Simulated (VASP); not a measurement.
The system is Ni.

```
Ni
1.0
     0.00000    1.76000    1.76000
     1.76000    0.00000    1.76000
     1.76000    1.76000    0.00000
Ni
1
Direct
  0.00000 0.00000 0.00000
```

```yaml
Program: VASP 6.6.1
Task: relaxation of cell and atoms
Functional: LDA
Potentials_or_basis: VASP PAW LDA potentials, release 64 (Ni)
Cutoff: 600 eV
k_mesh: 18 × 18 × 18
Occupations: methfessel-paxton, width 0.1 eV
Spin: collinear spin, ferromagnetic start
Starting_moments: "[0.65] μB"
```

At the start: pressure -17.6 GPa; volume 10.90 Å³/atom.

Question: Where does the relaxation end?

Answer: Over 11 steps the energy falls by 52.3 meV/atom and the volume is 10.02 Å³/atom (-8.1 %); space group Fm-3m (No. 225, to 0.1 Å) before and after; moment 0.60 μB per cell.

Step by step:
| step | energy change (eV) | largest force (eV/Å) | pressure (GPa) | volume (Å³) |
| --- | --- | --- | --- | --- |
| 1 | 0.0000 | 0.0000 | -17.59 | 10.90 |
| 2 | 0.0246 | 0.0000 | 30.64 | 9.12 |
| 3 | -0.0523 | 0.0000 | -0.43 | 10.03 |
| 4 | -0.0523 | 0.0000 | 0.42 | 10.02 |
| 5 | -0.0523 | 0.0000 | -0.66 | 10.05 |
| 6 | -0.0523 | 0.0000 | -0.24 | 10.02 |
| 7 | -0.0523 | 0.0000 | 0.11 | 10.02 |
| 8 | -0.0523 | 0.0000 | -0.74 | 10.02 |
| 9 | -0.0523 | 0.0000 | 0.51 | 10.02 |
| 10 | -0.0523 | 0.0000 | -0.28 | 10.02 |
| 11 | -0.0523 | 0.0000 | 0.07 | 10.02 |

Final structure:
```yaml
crystal:
  lattice:
    - [0.00000, 1.71115, 1.71115]
    - [1.71115, 0.00000, 1.71115]
    - [1.71115, 1.71115, 0.00000]
  atoms:
    - { symbol: Ni, position: [0.00000, 0.00000, 0.00000] }
```
